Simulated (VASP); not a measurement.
Input of a VASP 6.6.1 run:

The input POSCAR:

```
BAs
1.0
    0.0000000000      2.4353452264      2.4353452264
    2.4353452264      0.0000000000      2.4353452264
    2.4353452264      2.4353452264      0.0000000000
As B
1 1
Direct
    0.7500000000      0.7500000000      0.7500000000
    0.0000000000      0.0000000000      0.0000000000
```

INCAR.step1

```
PREC = Accurate
ENCUT = 520
EDIFF = 1E-5
ISMEAR = -1
SIGMA = 0.05
LREAL = False
LASPH = True
NELM = 100
ALGO = Normal
ISIF = 2
LWAVE = True
NBANDS = 11
GGA = PE
```

File INCAR.step2:

```
PREC = Accurate
ENCUT = 520
EDIFF = 1E-7
ISMEAR = -1
SIGMA = 0.05
LREAL = False
LASPH = True
NELM = 100
ALGO = Normal
ISIF = 2
LWAVE = False
LCHARG = True
METAGGA = R2SCAN
LHFCALC = True
AEXX = 0.25
LMIXTAU = True
PRECFOCK = Normal
LELF = True
LVHAR = True
NBANDS = 11
ISTART = 1
```

KPOINTS

```
regular mesh
0
Gamma
  5 5 5
```

Potentials or basis: VASP PAW PBE potentials, release 64 (As, B).

Launch:

```console
$ cat potpaw_PBE.64/As/POTCAR potpaw_PBE.64/B/POTCAR > POTCAR
$ cp INCAR.step1 INCAR
$ mpirun -np 1 vasp_std > vasp.out
$ cp INCAR.step2 INCAR
$ mpirun -np 1 vasp_std > vasp.out
```

Problem. Predict the band gap on the k mesh.

Solution. 2.72 eV (least direct gap 4.83 eV).

Problem. Predict the pressure.

Solution. -9.4 GPa.

Caveat: the k points lie up to 0.45 Å⁻¹ apart; the PAW data sets were made with another functional, which shifts forces and pressure a little; an odd mesh through Γ misses points on the zone boundary, where band edges can lie.
